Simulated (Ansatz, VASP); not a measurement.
Al2Cu in VASP and in Ansatz

```
CELL_PARAMETERS angstrom
-1.93451 1.93451 3.03356
1.93451 -1.93451 3.03356
1.93451 1.93451 -3.03356
ATOMIC_POSITIONS crystal
Al 0.75000 0.25000 0.50000
Al 0.25000 0.75000 0.50000
Cu 0.50000 0.50000 0.00000
```

Change from the starting cell: strain +e along x and -e along y +0.0000, strain +e along z and -e/2 along x and y +0.0700.

Alike in both runs: task single point; functional LDA; k mesh 14 × 14 × 14; occupations gaussian, width 0.15 eV; no spin polarisation.

|  | VASP | Ansatz |
| --- | --- | --- |
| version | VASP 6.6.1 | Ansatz 0.2.0 |
| potentials or method | VASP PAW LDA potentials, release 64 (Al, Cu), cutoff 520 eV | scalar-relativistic, plane waves, PAW |
| valence electrons in the cell | 17 | 25 |

```csv
,VASP,Ansatz,Ansatz less VASP
gap on the k mesh at the Fermi level (eV),none,none,-
pressure (GPa),1.5,0.9,-0.62
"traceless stress, the component that is largest in VASP (GPa)",-6.25,-6.29,-0.039
```

Ansatz warns that its potentials were made for another functional, while VASP's fit it. LDA's correlation is that of Perdew and Zunger in VASP and of Perdew and Wang (1992) in Ansatz. A gap of «none» marks a metal or a gap that the smearing closes. VASP's potentials hold 17 valence electrons a cell and Ansatz's 25, so a difference there can come from the potentials and not from the codes.
